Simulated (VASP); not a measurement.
# Ti (Fm-3m) in VASP: further runs

Ti is run at these levels: LDA; tasks: single point.

Program: VASP 6.6.1. These are calculated values, not measurements. Logs are shortened: lines on timing, memory, paths and dates and some standing lists are left out, and cuts for length are marked.

### 1 The cell of the first run

It takes space group Fm-3m (No. 225, cubic). The conventional cell has a = 3.977 Å, b = 3.977 Å, c = 3.977 Å, α = 90.00°, β = 90.00°, γ = 90.00°. Ti (site symmetry m-3m) has 12 Ti at 2.81 Å within 3.7 Å.

### 2 Single point, LDA

INCAR reads:

```
PREC     = Accurate       # precision mode
ENCUT    = 520            # plane-wave cutoff, eV
EDIFF    = 1E-6           # SCF threshold, eV
ISMEAR   = 1              # smearing method
SIGMA    = 0.05           # smearing width, eV
LREAL    = F              # projectors in reciprocal space
LASPH    = T              # aspherical terms in the spheres
NELM     = 100            # most SCF steps
ALGO     = Normal         # electronic algorithm
ISIF     = 2              # what is computed and relaxed
LWAVE    = F              # write WAVECAR
LCHARG   = T              # write CHGCAR
GGA      = CA             # functional
LELF     = T              # ELF
LVHAR    = T            
NBANDS   = 12             # bands
```

KPOINTS reads:

```
regular mesh
0
Gamma
  12 12 12
```

POSCAR reads:

```
Ti
1.0
    0.0000000000      1.9885598007      1.9885598007
    1.9885598007      0.0000000000      1.9885598007
    1.9885598007      1.9885598007      0.0000000000
Ti
1
Direct
    0.0000000000      0.0000000000      0.0000000000
```

Potentials or basis: VASP PAW LDA potentials, release 64 (Ti_sv).

Started as:

```bash
$ cat potpaw_LDA.64/Ti_sv/POTCAR > POTCAR
$ mpirun -np 1 vasp_std > vasp.out
```

OUTCAR:

```text
PREC = Accurate
   ENCUT = 520
   EDIFF = 1E-6
   ISMEAR = 1
   LREAL = F
   LASPH = T
   NELM = 100
   ISIF = 2
   GGA = CA

 ion  position               nearest neighbor table
   1  0.000  0.000  0.000-

  LATTYP: Found a face centered cubic cell.
 ALAT       =     3.9771196014

  Lattice vectors:

 A1 = (   0.0000000000,   1.9885598007,   1.9885598007)
 A2 = (   1.9885598007,   0.0000000000,   1.9885598007)
 A3 = (   1.9885598007,   1.9885598007,   0.0000000000)

Analysis of symmetry for initial positions (statically):
=====================================================================
 Subroutine PRICEL returns:
 Original cell was already a primitive cell.

 Routine SETGRP: Setting up the symmetry group for a
 face centered cubic supercell.

 Subroutine GETGRP returns: Found 48 space group operations
 (whereof 48 operations were pure point group operations)
 out of a pool of 48 trial point group operations.

The static configuration has the point symmetry O_h .

Analysis of symmetry for dynamics (positions and initial velocities):
=====================================================================
 Subroutine PRICEL returns:
 Original cell was already a primitive cell.

 Routine SETGRP: Setting up the symmetry group for a
 face centered cubic supercell.

 Subroutine GETGRP returns: Found 48 space group operations
 (whereof 48 operations were pure point group operations)
 out of a pool of 48 trial point group operations.

The dynamic configuration has the point symmetry O_h .

 Subroutine INISYM returns: Found 48 space group operations
 (whereof 48 operations are pure point group operations),
 and found     1 'primitive' translations

----------------------------------------------------------------------------------------

                                     Primitive cell

  volume of cell :      15.7270

  direct lattice vectors                    reciprocal lattice vectors
     0.000000000  1.988559801  1.988559801    -0.251438252  0.251438252  0.251438252
     1.988559801  0.000000000  1.988559801     0.251438252 -0.251438252  0.251438252
     1.988559801  1.988559801  0.000000000     0.251438252  0.251438252 -0.251438252

  length of vectors
     2.812248240  2.812248240  2.812248240     0.435503827  0.435503827  0.435503827

  position of ions in fractional coordinates (direct lattice)
     0.000000000  0.000000000  0.000000000

[... 81 lines left out ...]
   ISIF   =      2    stress and relaxation
   ISYM   =      2    0-nonsym 1-usesym 2-fastsym
   POTIM  = 0.5000    time-step for ionic-motion
   TEBEG  =    0.0;   TEEND  =   0.0 temperature during run
   PSTRESS=    0.0 pullay stress
   NELECT =      12.0000    total number of electrons
   NUPDOWN=      -1.0000    fix difference up-down
   EMIN   =  10.00;   EMAX   =-10.00  energy-range for DOS
   EFERMI =   0.00;   METHOD = LEGACY
   ISMEAR =     1;   SIGMA  =   0.05  broadening in eV -4-tet -1-fermi 0-gaus
   EFERMI_NEDOS =   21; number of points for ismear=-14 and -15
   IALGO  =     38    algorithm
   IMIX   =      4    mixing-type and parameters
     AMIX     =   0.40;   BMIX     =  1.00
     AMIX_MAG =   1.60;   BMIX_MAG =  1.00
  volume/ion in A,a.u.               =      15.73       106.13
  Fermi-wavevector in a.u.,A,eV,Ry     =   1.495960  2.826954 30.448420  2.237896
  Thomas-Fermi vector in A             =   2.608038
   LORBIT       =      0    0 simple, 1 ext, 2 COOP (PROOUT), +10 PAW based schemes
   GGA     = CA    functional components
   LHFCALC =     F    Hartree Fock is set to
   AEXX    =    0.0000 exact exchange contribution
   IVDW    =     0    specifies the selected vdW correction
   LEPSILON=     F    determine dielectric tensor
   LRPA    =     F    only Hartree local field effects (RPA)
 non-spin polarized calculation
 Methfessel and Paxton  Order N= 1 SIGMA  =   0.05
  energy-cutoff  :      520.00
  volume of cell :       15.73
 maximum number of plane-waves:       444
 NGX is ok and might be reduce to    24
   NGX = 11   NGY = 11   NGZ = 11

 number of electron      11.9999998 magnetization

 Free energy of the ion-electron system (eV)
  ---------------------------------------------------
  ext. energy  EPLUGINS =         0.00000000
  ---------------------------------------------------
  free energy    TOTEN  =        -8.49671791 eV

  energy without entropy =       -8.49675154  energy(sigma->0) =       -8.49672912

 E-fermi :   9.0871     XC(G=0): -12.2651

 val. band max:        9.0807046355   @ k =   0.5000   0.3333   0.1667
 cond. band min:       9.0979734370   @ k =   0.1667   0.1667   0.0000
 fundamental gap:      0.0172688015
 Fermi energy:         9.0870599077

 k-point     1 :       0.0000    0.0000    0.0000
  band No.  band energies     occupation
      1     -46.7729      2.00000
      2     -22.8619      2.00000
      3     -22.8619      2.00000
      4     -22.8619      2.00000
      5       2.8486      2.00000
      6       9.9886     -0.00000
      7       9.9886     -0.00000
      8       9.9886     -0.00000
      9      11.8345      0.00000
     10      11.8345      0.00000
     11      24.9732      0.00000
     12      29.8652      0.00000
[... 331 lines left out ...]
 k-point    24 :      -0.4167    0.1667    0.0000
  band No.  band energies     occupation
      1     -46.5614      2.00000
      2     -23.7214      2.00000
      3     -23.1543      2.00000
      4     -23.0148      2.00000
      5       6.9697      2.00000
      6       8.7050      2.00000
      7       9.6632     -0.00000
      8      10.4068      0.00000
      9      12.8375      0.00000
     10      14.6177      0.00000
     11      18.3579      0.00000
     12      23.9749      0.00000

 [... further k-points ...]

------------------------ aborting loop because EDIFF is reached ----------------------------------------

  FORCE on cell =-STRESS in cart. coord.  units (eV):
  Direction    XX          YY          ZZ          XY          YZ          ZX
  --------------------------------------------------------------------------------------
  -------------------------------------------------------------------------------------
  Total        0.1546999      0.1546999      0.1546999     -0.0000000      0.0000000     -0.0000000
  in kB       15.7599442     15.7599442     15.7599442     -0.0000000      0.0000000     -0.0000000
  external PRESSURE =      15.7599442 kB  Pullay stress =       0.0000000 kB

 VOLUME and BASIS-vectors are now :
 -----------------------------------------------------------------------------
  energy-cutoff  :      520.00
  volume of cell :       15.73
      direct lattice vectors                 reciprocal lattice vectors
     0.000000000  1.988559801  1.988559801    -0.251438252  0.251438252  0.251438252
     1.988559801  0.000000000  1.988559801     0.251438252 -0.251438252  0.251438252
     1.988559801  1.988559801  0.000000000     0.251438252  0.251438252 -0.251438252

 POSITION                                       TOTAL-FORCE (eV/Angst)
 -----------------------------------------------------------------------------------
      0.00000      0.00000      0.00000        -0.000000      0.000000      0.000000
 -----------------------------------------------------------------------------------
    total drift:                                0.000000      0.000000      0.000000

  FREE ENERGIE OF THE ION-ELECTRON SYSTEM (eV)
  ---------------------------------------------------
  free  energy   TOTEN  =        -8.4967179077 eV

  energy  without entropy=       -8.4967515389  energy(sigma->0) =       -8.49672912
```

Run time: 18 s. Hardware: 1 thread of Intel Xeon 8259CL, shared host; peak memory 0.13 GiB.

Results:

```
Free energy            : -8.4967 eV
Pressure               : 1.6 GPa
Band gap on the k mesh : zero (band 6 reaches 9.99 eV, above the bottom of band 7 at 8.68 eV)
```

### 3 Single point, LDA

This run uses another cell than the first one, of 16.06 Å³/atom, 1.021 times its volume.

INCAR reads:

```
SYSTEM = Ti
ALGO = Normal ; EDIFF = 1E-7
ENCUT = 520 ; ISIF = 2
ISMEAR = 1 ; LASPH = .True.
LCHARG = .False. ; LREAL = .False.
LWAVE = .False. ; NBANDS = 12
NELM = 60 ; PREC = Accurate
SIGMA = 0.05
```

KPOINTS reads:

```
k-points
0
Gamma
  12 12 12
  0 0 0
```

POSCAR reads:

```
Ti
1.0
    0.0000000000      2.0025642044      2.0025642044
    2.0025642044      0.0000000000      2.0025642044
    2.0025642044      2.0025642044      0.0000000000
Ti
1
Direct
    0.0000000000      0.0000000000      0.0000000000
```

Potentials or basis: VASP PAW LDA potentials, release 64 (Ti_sv).

Started as:

```bash
$ cat potpaw_LDA.64/Ti_sv/POTCAR > POTCAR
$ mpirun -np 1 vasp_std > vasp.out
```

Wall time 17 s (1 thread of Intel Xeon 8259CL, shared host); peak memory 0.13 GiB.

It converged, with:

```
Free energy            : -8.4974 eV
Pressure               : -1.0 GPa
Band gap on the k mesh : zero (band 6 reaches 9.74 eV, above the bottom of band 7 at 8.44 eV)
```

Levels at points of the mesh, in eV from the Fermi level:
| k point | band 3 | band 4 | band 5 | band 6 | band 7 | band 8 | band 9 | band 10 |
| --- | --- | --- | --- | --- | --- | --- | --- | --- |
| (0.00, 0.00, 0.00) | -32.02 | -32.02 | -6.20 | 0.88 | 0.88 | 0.88 | 2.68 | 2.68 |
| (0.50, 0.00, 0.00) | -32.13 | -32.13 | -2.78 | 0.74 | 0.74 | 0.94 | 3.90 | 3.90 |
| (0.50, 0.50, 0.00) | -32.33 | -32.33 | -2.88 | -1.96 | 3.29 | 3.88 | 4.23 | 4.23 |

### 4 Single point, LDA

This run uses another cell than the first one, of 16.40 Å³/atom, 1.043 times its volume.

INCAR reads:

```
PREC = Accurate
ENCUT = 520
EDIFF = 1E-6
ISMEAR = 1
SIGMA = 0.05
LREAL = F
LASPH = T
NELM = 100
ALGO = Normal
ISIF = 2
LWAVE = F
LCHARG = F
NBANDS = 12
```

KPOINTS reads:

```
regular mesh
0
Gamma
  12 12 12
```

POSCAR reads:

```
Ti
1.0
    0.0000000000      2.0163754284      2.0163754284
    2.0163754284      0.0000000000      2.0163754284
    2.0163754284      2.0163754284      0.0000000000
Ti
1
Direct
    0.0000000000      0.0000000000      0.0000000000
```

Potentials or basis: VASP PAW LDA potentials, release 64 (Ti_sv).

Started as:

```bash
$ cat potpaw_LDA.64/Ti_sv/POTCAR > POTCAR
$ mpirun -np 1 vasp_std > vasp.out
```

OUTCAR:

```text
PREC = Accurate
   ENCUT = 520
   EDIFF = 1E-6
   ISMEAR = 1
   LREAL = F
   LASPH = T
   NELM = 100
   ISIF = 2

 ion  position               nearest neighbor table
   1  0.000  0.000  0.000-

  LATTYP: Found a face centered cubic cell.
 ALAT       =     4.0327508568

  Lattice vectors:

 A1 = (   0.0000000000,   2.0163754284,   2.0163754284)
 A2 = (   2.0163754284,   0.0000000000,   2.0163754284)
 A3 = (   2.0163754284,   2.0163754284,   0.0000000000)

[... 538 lines left out ...]
     12      23.0885      0.00000

 [... further k-points ...]

------------------------ aborting loop because EDIFF is reached ----------------------------------------

  FORCE on cell =-STRESS in cart. coord.  units (eV):
  Direction    XX          YY          ZZ          XY          YZ          ZX
  --------------------------------------------------------------------------------------
  -------------------------------------------------------------------------------------
  Total       -0.3298226     -0.3298226     -0.3298226     -0.0000000      0.0000000      0.0000000
  in kB      -32.2289990    -32.2289990    -32.2289990     -0.0000000      0.0000000      0.0000000
  external PRESSURE =     -32.2289990 kB  Pullay stress =       0.0000000 kB

 VOLUME and BASIS-vectors are now :
 -----------------------------------------------------------------------------
  energy-cutoff  :      520.00
  volume of cell :       16.40
      direct lattice vectors                 reciprocal lattice vectors
     0.000000000  2.016375428  2.016375428    -0.247969695  0.247969695  0.247969695
     2.016375428  0.000000000  2.016375428     0.247969695 -0.247969695  0.247969695
     2.016375428  2.016375428  0.000000000     0.247969695  0.247969695 -0.247969695

 POSITION                                       TOTAL-FORCE (eV/Angst)
 -----------------------------------------------------------------------------------
      0.00000      0.00000      0.00000         0.000000      0.000000      0.000000
 -----------------------------------------------------------------------------------
    total drift:                               -0.000000      0.000000     -0.000000

  FREE ENERGIE OF THE ION-ELECTRON SYSTEM (eV)
  ---------------------------------------------------
  free  energy   TOTEN  =        -8.4930716339 eV

  energy  without entropy=       -8.4926085654  energy(sigma->0) =       -8.49291728
```

stdout:

```text
POSCAR found type information on POSCAR Ti
 POSCAR found :  1 types and       1 ions
 scaLAPACK will be used
 LDA part: xc-table for (Slater(with rela. corr.)+CA(PZ))
 , standard interpolation
 POSCAR, INCAR and KPOINTS ok, starting setup
 FFT: planning ... GRIDC
 FFT: planning ... GRID_SOFT
 FFT: planning ... GRID
 WAVECAR not read
 entering main loop
```

Wall time 18 s (1 thread of Intel Xeon 8259CL, shared host); peak memory 0.13 GiB.

What came out:

```yaml
Free_energy: -8.4931 eV
Pressure: -3.2 GPa
Band_gap_on_the_k_mesh: zero (band 6 reaches 9.49 eV, above the bottom of band 7 at 8.22 eV)
```

### 5 Single point, LDA

This run uses another cell than the first one, of 16.73 Å³/atom, 1.064 times its volume.

INCAR reads:

```
  ALGO = Normal
  EDIFF = 1E-6
  ENCUT = 520
  GGA = CA
  ISIF = 2
  ISMEAR = 1
  LASPH = T
  LCHARG = T
  LELF = T
  LREAL = F
  LVHAR = T
  LWAVE = F
  NBANDS = 12
  NELM = 100
  PREC = Accurate
  SIGMA = 0.05
```

KPOINTS reads:

```
k-points
0
Gamma
  12 12 12
```

POSCAR reads:

```
Ti
1.0
    0.0000000000      2.0300000000      2.0300000000
    2.0300000000      0.0000000000      2.0300000000
    2.0300000000      2.0300000000      0.0000000000
Ti
1
Direct
    0.0000000000      0.0000000000      0.0000000000
```

Started as:

```bash
$ cat potpaw_LDA.64/Ti_sv/POTCAR > POTCAR
$ mpirun -np 1 vasp_std > vasp.out
```

Run time: 18 s. Hardware: 1 thread of Intel Xeon 8259CL, shared host; peak memory 0.13 GiB.

Results (log left out):

| Quantity | Value |
| --- | --- |
| Free energy | -8.4843 eV |
| Pressure | -5.2 GPa |
| Band gap on the k mesh | zero (band 6 reaches 9.25 eV, above the bottom of band 7 at 8.00 eV) |

Levels at points of the mesh, in eV from the Fermi level:
```csv
k point,band 4,band 5,band 6,band 7,band 8,band 9
"(0.00, 0.00, 0.00)",-32.15,-6.12,0.85,0.85,0.85,2.55
"(0.50, 0.00, 0.00)",-32.25,-2.68,0.72,0.72,0.82,3.70
"(0.50, 0.50, 0.00)",-32.42,-2.73,-1.84,3.08,3.68,4.01
```

### 6 Summary

```tsv
cell	gap on the mesh (eV)	pressure (GPa)
a = 2.812 Å, angles 60.0°, 1 atom	none	1.6
a = 2.832 Å, angles 60.0°, 1 atom	none	-1.0
a = 2.852 Å, angles 60.0°, 1 atom	none	-3.2
a = 2.871 Å, angles 60.0°, 1 atom	none	-5.2
```

Alike in all rows: task single point; level LDA; potentials or basis VASP PAW LDA potentials, release 64 (Ti_sv); no spin polarisation; k mesh 12 × 12 × 12; cutoff (eV) 520; smearing methfessel-paxton 0.05 eV.

Absolute energies hang on the potentials; compare differences alone.
